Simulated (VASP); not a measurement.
# Si (Fd-3m) in VASP: single point with PBE

Aim: the single point of Si with PBE.

Program: VASP 6.6.1. These are calculated values, not measurements. Logs are shortened: lines on timing, memory, paths and dates and some standing lists are left out, and cuts for length are marked.

**1. The cell of the first run**

It takes space group Fd-3m (No. 227, cubic). The conventional cell has a = 5.470 Å, b = 5.470 Å, c = 5.470 Å, α = 90.00°, β = 90.00°, γ = 90.00°. Si (site symmetry -43m) has 4 Si at 2.37 Å within 3.1 Å.

**2. Single point, PBE**

INCAR

```
SYSTEM = Si
PREC = Accurate ; ENCUT = 520
EDIFF = 1E-6 ; ISMEAR = 0
SIGMA = 0.05 ; LREAL = .FALSE.
LASPH = .TRUE. ; NELM = 80
ALGO = Normal ; ISIF = 2
LWAVE = .FALSE. ; LCHARG = .TRUE.
GGA = PE ; LELF = .TRUE.
LVHAR = .TRUE. ; NBANDS = 36
```

KPOINTS

```
regular mesh
0
G
  5 7 3
  0 0 0
```

POSCAR

```
Si
1.0
    5.4695214896      0.0000000000      0.0000000000
    0.0000000000      2.7347607448     -2.7347607448
    0.0000000000      8.2042822345      8.2042822345
Si
12
Direct
    0.5000000000      0.0000000000      0.3333333333
    0.0000000000      0.5000000000      0.5000000000
    0.5000000000      0.0000000000      0.6666666667
    0.0000000000      0.5000000000      0.8333333333
    0.5000000000      0.0000000000      0.0000000000
    0.0000000000      0.5000000000      0.1666666667
    0.7500000000      0.0000000000      0.5000000000
    0.2500000000      0.5000000000      0.6666666667
    0.7500000000      0.0000000000      0.8333333333
    0.2500000000      0.5000000000      1.0000000000
    0.7500000000      0.0000000000      0.1666666667
    0.2500000000      0.5000000000      0.3333333333
```

Potentials or basis: VASP PAW PBE potentials, release 64 (Si).

On the command line:

```console
cat potpaw_PBE.64/Si/POTCAR > POTCAR
mpirun -np 1 vasp_std > vasp.out
```

OUTCAR:

```text
SYSTEM = Si
   PREC = Accurate
   ENCUT = 520
   EDIFF = 1E-6
   ISMEAR = 0
   LREAL = .FALSE.
   LASPH = .TRUE.
   NELM = 80
   ISIF = 2
   GGA = PE

 ion  position               nearest neighbor table
   1  0.500  0.000  0.333-  11 2.37  12 2.37  12 2.37   7 2.37
   2  0.000  0.500  0.500-   7 2.37   7 2.37  12 2.37   8 2.37
   3  0.500  0.000  0.667-   9 2.37   8 2.37   8 2.37   7 2.37
   4  0.000  0.500  0.833-   8 2.37   9 2.37   9 2.37  10 2.37
   5  0.500  0.000  0.000-  10 2.37  10 2.37  11 2.37   9 2.37
   6  0.000  0.500  0.167-  12 2.37  11 2.37  11 2.37  10 2.37
   7  0.750  0.000  0.500-   2 2.37   2 2.37   3 2.37   1 2.37
   8  0.250  0.500  0.667-   4 2.37   3 2.37   3 2.37   2 2.37
   9  0.750  0.000  0.833-   3 2.37   4 2.37   4 2.37   5 2.37
  10  0.250  0.500  0.000-   5 2.37   5 2.37   6 2.37   4 2.37
  11  0.750  0.000  0.167-   1 2.37   6 2.37   6 2.37   5 2.37
  12  0.250  0.500  0.333-   6 2.37   1 2.37   1 2.37   2 2.37

  LATTYP: Found a simple orthorhombic cell.
 ALAT       =     3.8675357351
 B/A-ratio  =     1.4142135624
 C/A-ratio  =     3.0000000000

  Lattice vectors:

 A1 = (   0.0000000000,  -2.7347607448,   2.7347607448)
 A2 = (   5.4695214896,   0.0000000000,   0.0000000000)
 A3 = (   0.0000000000,   8.2042822345,   8.2042822345)

Analysis of symmetry for initial positions (statically):
=====================================================================
 Subroutine PRICEL returns following result:

  LATTYP: Found a face centered cubic cell.
 ALAT       =     5.4695214891

  Lattice vectors:

 A1 = (   2.7347607448,   2.7347607443,  -0.0000000005)
 A2 = (   0.0000000000,   2.7347607446,   2.7347607446)
 A3 = (   2.7347607448,  -0.0000000005,   2.7347607443)

   6 primitive cells build up your supercell.

 Routine SETGRP: Setting up the symmetry group for a
 simple orthorhombic supercell.

 Subroutine GETGRP returns: Found  8 space group operations
 (whereof  4 operations were pure point group operations)
 out of a pool of  8 trial point group operations.

The static configuration has the point symmetry C_2v.
 The point group associated with its full space group is D_2h.

Analysis of symmetry for dynamics (positions and initial velocities):
=====================================================================
 Subroutine PRICEL returns following result:

  LATTYP: Found a face centered cubic cell.
 ALAT       =     5.4695214891

  Lattice vectors:

 A1 = (   2.7347607448,   2.7347607443,  -0.0000000005)
 A2 = (   0.0000000000,   2.7347607446,   2.7347607446)
 A3 = (   2.7347607448,  -0.0000000005,   2.7347607443)

   6 primitive cells build up your supercell.

 Routine SETGRP: Setting up the symmetry group for a
 simple orthorhombic supercell.

 Subroutine GETGRP returns: Found  8 space group operations
 (whereof  4 operations were pure point group operations)
 out of a pool of  8 trial point group operations.

The dynamic configuration has the point symmetry C_2v.
 The point group associated with its full space group is D_2h.

 Subroutine INISYM returns: Found  8 space group operations
 (whereof  4 operations are pure point group operations),
 and found     6 'primitive' translations

----------------------------------------------------------------------------------------

                                     Primitive cell

  volume of cell :      40.9061

  direct lattice vectors                    reciprocal lattice vectors
     2.734760745  2.734760744 -0.000000001     0.182831350  0.182831350 -0.182831350
     0.000000000  2.734760745  2.734760745    -0.182831350  0.182831350  0.182831350
     2.734760745 -0.000000001  2.734760744     0.182831350 -0.182831350  0.182831350

  length of vectors
     3.867535735  3.867535735  3.867535735     0.316673188  0.316673188  0.316673188

  position of ions in fractional coordinates (direct lattice)
     0.500000000  0.500000000  0.500000000
     0.750000000  0.750000000  0.750000000

  ion indices of the primitive-cell ions
   primitive index   ion index
                 1           1
                 2          11

----------------------------------------------------------------------------------------

 KPOINTS: regular mesh

Automatic generation of k-mesh.
 Grid dimensions read from file:
 generate k-points for:    5    7    3

 Generating k-lattice:

  Cartesian coordinates                     Fractional coordinates (reciprocal lattice)
     0.036566270  0.000000000  0.000000000     0.200000000  0.000000000  0.000000000
     0.000000000  0.026118764 -0.026118764     0.000000000  0.142857143  0.000000000
     0.000000000  0.020314594  0.020314594     0.000000000  0.000000000  0.333333333

  Length of vectors
     0.036566270  0.036937511  0.028729175

  Shift w.r.t. Gamma in fractional coordinates (k-lattice)
     0.000000000  0.000000000  0.000000000

 Subroutine IBZKPT returns following result:
 ===========================================

 Found     24 irreducible k-points:

 Following reciprocal coordinates:
            Coordinates               Weight
  0.000000  0.000000  0.000000      1.000000
  0.200000  0.000000  0.000000      2.000000
  0.400000  0.000000  0.000000      2.000000
  0.000000  0.142857  0.000000      2.000000
  0.200000  0.142857  0.000000      4.000000
  0.400000  0.142857  0.000000      4.000000
[... 16 lines left out ...]
  0.200000  0.428571  0.333333      8.000000
  0.400000  0.428571  0.333333      8.000000
   k-points           NKPTS =     24   k-points in BZ     NKDIM =     24   number of bands    NBANDS=     36
   number of dos      NEDOS =    301   number of ions     NIONS =     12
   total plane-waves  NPLWV = 113400
   dimension x,y,z NGX =    42 NGY =   30 NGZ =   90
   dimension x,y,z NGXF=    84 NGYF=   60 NGZF=  180
   ions per type =              12
   NGX,Y,Z   is equivalent  to a cutoff of  12.77, 12.90, 12.90 a.u.
   NGXF,Y,Z  is equivalent  to a cutoff of  25.53, 25.79, 25.79 a.u.
 SYSTEM =  Si
   PREC   = accura    normal or accurate (medium, high low for compatibility)
   ISTART =      0    job   : 0-new  1-cont  2-samecut
   ICHARG =      2    charge: 1-file 2-atom 10-const
   ISPIN  =      1    spin polarized calculation?
   LNONCOLLINEAR =      F non collinear calculations
   LSORBIT =      F    spin-orbit coupling
   LASPH  =      T    aspherical Exc in radial PAW
   ENCUT  =  520.0 eV  38.22 Ry    6.18 a.u.  10.17  7.19 21.57*2*pi/ulx,y,z
   NELM   =     80;   NELMIN=  2; NELMDL= -5     # of ELM steps
   EDIFF  = 0.1E-05   stopping-criterion for ELM
   LREAL  =      F    real-space projection
   EDIFFG = 0.1E-04   stopping-criterion for IOM
   NSW    =      0    number of steps for IOM
   IBRION =     -1    ionic relax: 0-MD 1-quasi-New 2-CG
   NFREE  =      0    steps in history (QN), initial steepest desc. (CG)
   ISIF   =      2    stress and relaxation
   ISYM   =      2    0-nonsym 1-usesym 2-fastsym
   POTIM  = 0.5000    time-step for ionic-motion
   TEBEG  =    0.0;   TEEND  =   0.0 temperature during run
   PSTRESS=    0.0 pullay stress
   NELECT =      48.0000    total number of electrons
   NUPDOWN=      -1.0000    fix difference up-down
   EMIN   =  10.00;   EMAX   =-10.00  energy-range for DOS
   EFERMI =   0.00;   METHOD = LEGACY
   ISMEAR =     0;   SIGMA  =   0.05  broadening in eV -4-tet -1-fermi 0-gaus
   EFERMI_NEDOS =   21; number of points for ismear=-14 and -15
   IALGO  =     38    algorithm
   IMIX   =      4    mixing-type and parameters
     AMIX     =   0.40;   BMIX     =  1.00
     AMIX_MAG =   1.60;   BMIX_MAG =  1.00
  volume/ion in A,a.u.               =      20.45       138.02
  Fermi-wavevector in a.u.,A,eV,Ry     =   0.950259  1.795730 12.285964  0.902993
  Thomas-Fermi vector in A             =   2.078619
   LORBIT       =      0    0 simple, 1 ext, 2 COOP (PROOUT), +10 PAW based schemes
   GGA     = PE    functional components
   LHFCALC =     F    Hartree Fock is set to
   AEXX    =    0.0000 exact exchange contribution
   IVDW    =     0    specifies the selected vdW correction
   LEPSILON=     F    determine dielectric tensor
   LRPA    =     F    only Hartree local field effects (RPA)
 non-spin polarized calculation
 Gauss-broadening in eV      SIGMA  =   0.05
  energy-cutoff  :      520.00
  volume of cell :      245.44
 maximum number of plane-waves:      6641
 NGX is ok and might be reduce to    42
   NGX = 21   NGY = 15   NGZ = 43

 number of electron      47.9999995 magnetization

 Free energy of the ion-electron system (eV)
  ---------------------------------------------------
  ext. energy  EPLUGINS =         0.00000000
  ---------------------------------------------------
  free energy    TOTEN  =       -65.08814797 eV

  energy without entropy =      -65.08814797  energy(sigma->0) =      -65.08814797

 E-fermi :   5.8249     XC(G=0):  -9.3252

 val. band max:        5.6123584413   @ k =   0.0000   0.0000   0.0000
 cond. band min:       6.2307426686   @ k =   0.2000   0.0000   0.0000
 fundamental gap:      0.6183842274
 Fermi energy:         5.8249167465

 k-point     1 :       0.0000    0.0000    0.0000
  band No.  band energies     occupation
      1      -6.1995      2.00000
      2      -5.2679      2.00000
      3      -5.2679      2.00000
      4      -3.0042      2.00000
      5      -3.0042      2.00000
      6      -2.1326      2.00000
[... 28 lines left out ...]
     35       9.1488      0.00000
     36       9.1503      0.00000

 k-point     2 :       0.2000    0.0000    0.0000
  band No.  band energies     occupation
      1      -6.0278      2.00000
      2      -5.1152      2.00000
      3      -5.1152      2.00000
      4      -3.5375      2.00000
      5      -3.3137      2.00000
      6      -3.3137      2.00000
[... 850 lines left out ...]
 k-point    24 :       0.4000    0.4286    0.3333
  band No.  band energies     occupation
      1      -4.1225      2.00000
      2      -3.8134      2.00000
      3      -3.7441      2.00000
      4      -3.4359      2.00000
      5      -2.7110      2.00000
      6      -2.4473      2.00000
[... 28 lines left out ...]
     35       9.5304      0.00000
     36       9.7091      0.00000

------------------------ aborting loop because EDIFF is reached ----------------------------------------

  FORCE on cell =-STRESS in cart. coord.  units (eV):
  Direction    XX          YY          ZZ          XY          YZ          ZX
  --------------------------------------------------------------------------------------
  -------------------------------------------------------------------------------------
  Total       -0.1330321     -0.0292847     -0.0292847      0.0000000     -0.0392283      0.0000000
  in kB       -0.8684156     -0.1911665     -0.1911665      0.0000000     -0.2560771      0.0000000
  external PRESSURE =      -0.4169162 kB  Pullay stress =       0.0000000 kB

 VOLUME and BASIS-vectors are now :
 -----------------------------------------------------------------------------
  energy-cutoff  :      520.00
  volume of cell :      245.44
      direct lattice vectors                 reciprocal lattice vectors
     5.469521490  0.000000000  0.000000000     0.182831350  0.000000000  0.000000000
     0.000000000  2.734760745 -2.734760745     0.000000000  0.182831350 -0.182831350
     0.000000000  8.204282235  8.204282235     0.000000000  0.060943783  0.060943783

 POSITION                                       TOTAL-FORCE (eV/Angst)
 -----------------------------------------------------------------------------------
      2.73476      2.73476      2.73476        -0.001605      0.000000     -0.000000
      0.00000      5.46952      2.73476        -0.001605     -0.000000     -0.000000
      2.73476      5.46952      5.46952        -0.001605     -0.000000      0.000000
      0.00000      8.20428      5.46952        -0.001605      0.000000     -0.000000
      2.73476      0.00000      0.00000        -0.001605     -0.000000      0.000000
      0.00000      2.73476      0.00000        -0.001605      0.000000      0.000000
      4.10214      4.10214      4.10214         0.001605     -0.000000      0.000000
      1.36738      6.83690      4.10214         0.001605      0.000000      0.000000
      4.10214      6.83690      6.83690         0.001605     -0.000000     -0.000000
      1.36738      1.36738     -1.36738         0.001605     -0.000000     -0.000000
      4.10214      1.36738      1.36738         0.001605      0.000000     -0.000000
      1.36738      4.10214      1.36738         0.001605      0.000000      0.000000
 -----------------------------------------------------------------------------------
    total drift:                               -0.000000      0.000000      0.000000

  FREE ENERGIE OF THE ION-ELECTRON SYSTEM (eV)
  ---------------------------------------------------
  free  energy   TOTEN  =       -65.0881479694 eV

  energy  without entropy=      -65.0881479694  energy(sigma->0) =      -65.08814797
```

Wall time 2.4 min (1 thread of Intel Xeon Platinum 8488C (Sapphire Rapids), shared host); peak memory 0.38 GiB.

Results:

```yaml
Free_energy: -65.0881 eV
Pressure: 0.0 GPa
Band_gap_on_the_k_mesh: 0.62 eV
```

Caveat: an odd mesh through Γ misses points on the zone boundary, where band edges can lie.
